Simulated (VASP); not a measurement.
Set up this calculation in VASP 6.6.1, as the native input.

* Task: single point
* Functional: PBE
* Potentials or basis: VASP PAW PBE potentials, release 64 (Tm, Zn, S)
* Cutoff: 520 eV
* k mesh: 6 × 6 × 4
* Occupations: gaussian, width 0.1 eV
* Spin: no spin polarisation
* Dipole correction: no
* Further INCAR settings: ALGO = Normal; EDIFF = 1e-06; NBANDS = 34

The structure of TmZnS3 lies in POSCAR:

```
TmZnS3
1.0
    4.9159743800      0.0000000000      0.0000000000
   -2.4579871900      4.2573586900      0.0000000000
    0.0000000000      0.0000000000      5.1665315500
Tm Zn S
1 1 3
Direct
    0.0000000000      0.0000000000      0.5000000000
    0.0000000000      0.0000000000      0.0000000000
    0.5000000000      0.0000000000      0.5000000000
    0.0000000000      0.5000000000      0.5000000000
    0.5000000000      0.5000000000      0.5000000000
```

The cell was generated, and may not be a known phase.

One way to write it, as run:

INCAR

```
ALGO = Normal ; EDIFF = 1E-6
ENCUT = 520 ; GGA = PE
ISIF = 2 ; ISMEAR = 0
LASPH = T ; LCHARG = F
LREAL = F ; LWAVE = F
NBANDS = 34 ; NELM = 100
PREC = Accurate ; SIGMA = 0.1
```

KPOINTS

```
k-points
0
Gamma
  6 6 4
```

Potentials or basis: VASP PAW PBE potentials, release 64 (Tm, Zn, S).

The run is started by

```console
$ cat potpaw_PBE.64/Tm/POTCAR potpaw_PBE.64/Zn/POTCAR potpaw_PBE.64/S/POTCAR > POTCAR
$ mpirun -np 1 vasp_std > vasp.out
```

Results of the run:

```json
{
  "Pressure": "18.7 GPa",
  "Band gap on the k mesh": "zero (an odd number of electrons rules out a gap without spin polarisation)"
}
```

Caveat: the stress differs along the axes, from 11 to 23 GPa; spin-orbit coupling is left out, which moves the levels of the heavy elements; the run has no spin polarisation, though such a crystal can be magnetic; semilocal functionals describe open f shells poorly, which spoils levels, moments and volumes.

Wall time 3.3 min on 1 thread of Intel(R) Xeon(R) Platinum 8259CL CPU @ 2.50GHz (Skylake/Cascade Lake), with other jobs on the host, peak memory 0.29 GiB.
